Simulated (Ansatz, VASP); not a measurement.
**Two plane-wave programs on Sn**

```
Sn
1.0
    -2.04622    2.04622    1.97044
     2.04622   -2.04622    1.97044
     2.04622    2.04622   -1.97044
Sn
1
Direct
  0.00000 0.00000 0.00000
```

Change from the starting cell: strain +0.080 along x and y, +0.040 along z, atoms carried along.

Alike in both runs: task single point; functional PBEsol; k mesh 18 × 18 × 18; occupations gaussian, width 0.15 eV; no spin polarisation.

```csv
,VASP,Ansatz
version,VASP 6.6.1,Ansatz 0.2.0
potentials or method,"VASP PAW PBE potentials, release 64 (Sn_d), cutoff 520 eV","scalar-relativistic, plane waves, PAW"
valence electrons in the cell,14,14
```

```tsv
	VASP	Ansatz	Ansatz less VASP
gap on the k mesh at the Fermi level (eV)	none	none	-
pressure (GPa)	-7.6	-7.5	+0.06
traceless stress, the component that is largest in VASP (GPa)	-0.45	-0.45	-0.001
```

VASP's potentials were made for PBE, not for PBEsol. A gap of «none» marks a metal or a gap that the smearing closes.
